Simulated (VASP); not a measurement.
Runs of VASP 6.6.1 on Se. It takes space group Im-3m (No. 229, cubic). Conventional cell: a = 2.808 Å, b = 2.808 Å, c = 2.808 Å, α = 90.00°, β = 90.00°, γ = 90.00°. Within 3.2 Å of Se (site symmetry m-3m) lie 14 Se at 2.43 to 2.81 Å. 

```tsv
smearing	gap on the mesh (eV)	pressure (GPa)
gaussian 0.05 eV	none	(b)
gaussian 0.15 eV	none	163.9
gaussian 0.25 eV	none	(a)
gaussian 0.1 eV	none	163.7
gaussian 0.025 eV	none	163.4
```

Alike in all rows: task single point; level PBEsol; potentials or basis VASP PAW PBE potentials, release 64 (Se); no spin polarisation; cell as given; k mesh 13 × 13 × 13; cutoff (eV) 500.

Q: Fill in the values left out.

A: (a) 164.0; (b) 163.5.

Caveats: the PAW data sets were made with another functional, which shifts forces and pressure a little.

A k mesh can miss the band edges, and the runs leave out spin-orbit coupling on Se.

A gap of «none» marks levels without a gap at the run's occupations.
